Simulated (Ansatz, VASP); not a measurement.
# One calculation of Si3N4, two programs

The input INCAR:

```
PREC = Accurate ; ENCUT = 520
EDIFF = 1E-6 ; ISMEAR = 0
SIGMA = 0.02 ; LREAL = False
LASPH = True ; NELM = 100
ALGO = Normal ; ISIF = 2
LWAVE = False ; LCHARG = False
GGA = PE ; NBANDS = 45
```

Contents of KPOINTS:

```
regular mesh
0
Gamma
  6 6 6
```

Contents of POSCAR:

```
Si3N4
1.0
    0.0000000000      3.8946186242      3.8946186242
    3.8946186242      0.0000000000      3.8946186242
    3.8946186242      3.8946186242      0.0000000000
Si N
6 8
Direct
    0.1250000000      0.1250000000      0.6250000000
    0.1250000000      0.6250000000      0.1250000000
    0.6250000000      0.1250000000      0.1250000000
    0.1250000000      0.1250000000      0.1250000000
    0.7500000000      0.7500000000      0.7500000000
    0.5000000000      0.5000000000      0.5000000000
    0.3675422895      0.3675422895      0.3675422895
    0.3526268684      0.8824577105      0.8824577105
    0.8824577105      0.8824577105      0.3526268684
    0.8824577105      0.3526268684      0.8824577105
    0.3675422895      0.3675422895      0.8973731316
    0.3675422895      0.8973731316      0.3675422895
    0.8824577105      0.8824577105      0.8824577105
    0.8973731316      0.3675422895      0.3675422895
```

Input for Ansatz:

```yaml
crystal:
  lattice:
    - [0.0, 3.8946186242, 3.8946186242]
    - [3.8946186242, 0.0, 3.8946186242]
    - [3.8946186242, 3.8946186242, 0.0]
  atoms:
    - { symbol: Si, position: [0.125, 0.125, 0.625] }
    - { symbol: Si, position: [0.125, 0.625, 0.125] }
    - { symbol: Si, position: [0.625, 0.125, 0.125] }
    - { symbol: Si, position: [0.125, 0.125, 0.125] }
    - { symbol: Si, position: [0.75, 0.75, 0.75] }
    - { symbol: Si, position: [0.5, 0.5, 0.5] }
    - { symbol: "N", position: [0.3675422895, 0.3675422895, 0.3675422895] }
    - { symbol: "N", position: [0.3526268684, 0.8824577105, 0.8824577105] }
    - { symbol: "N", position: [0.8824577105, 0.8824577105, 0.3526268684] }
    - { symbol: "N", position: [0.8824577105, 0.3526268684, 0.8824577105] }
    - { symbol: "N", position: [0.3675422895, 0.3675422895, 0.8973731316] }
    - { symbol: "N", position: [0.3675422895, 0.8973731316, 0.3675422895] }
    - { symbol: "N", position: [0.8824577105, 0.8824577105, 0.8824577105] }
    - { symbol: "N", position: [0.8973731316, 0.3675422895, 0.3675422895] }
basis:
  ecutwfc: 420
kpoints:
  mp_grid: { grid: [6, 6, 6] }
  band_path:
    path:
      - [[0.0, 0.0, 0.0], [0.5, 0.0, 0.5], [0.625, 0.25, 0.625]]
      - [[0.375, 0.375, 0.75], [0.0, 0.0, 0.0], [0.5, 0.5, 0.5], [0.5, 0.25, 0.75], [0.5, 0.0, 0.5]]
    npoints: 10
hamiltonian:
  xc: pbe
scf:
  occupations: { method: gaussian, width: 0.02 }
  n_extra_bands: 35
output:
  forces: true
  stress: true
  eigenvalues: true
  populations: true
  dos: { projected: true, de: 0.02, nscf_kmesh: { grid: [9, 9, 9] } }
  bader: false
  write_density: true
  write_potential: true
  elf: true
  volumetric_format: npy
```

Alike in both runs: task single point; functional PBE; k mesh 6 × 6 × 6; occupations gaussian, width 0.02 eV; no spin polarisation.

|  | VASP | Ansatz |
| --- | --- | --- |
| version | VASP 6.6.1 | Ansatz 0.2.0 |
| potentials or method | VASP PAW PBE potentials, release 64 (Si, N), cutoff 520 eV | scalar-relativistic, plane waves, PAW |
| valence electrons in the cell | 64 | 64 |

Ansatz gave:

- gap on the k mesh at the Fermi level (eV): 3.34
- least direct gap on the mesh (eV): 3.38
- pressure (GPa): 0.0
- rms of the force components (eV/Å): 0.000

Problem. What did VASP give for the same quantities?

Solution. gap on the k mesh at the Fermi level (eV): 3.33; least direct gap on the mesh (eV): 3.37; pressure (GPa): -0.2; rms of the force components (eV/Å): 0.003.

Atom by atom the forces differ by 0.003 eV/Å (rms over components).
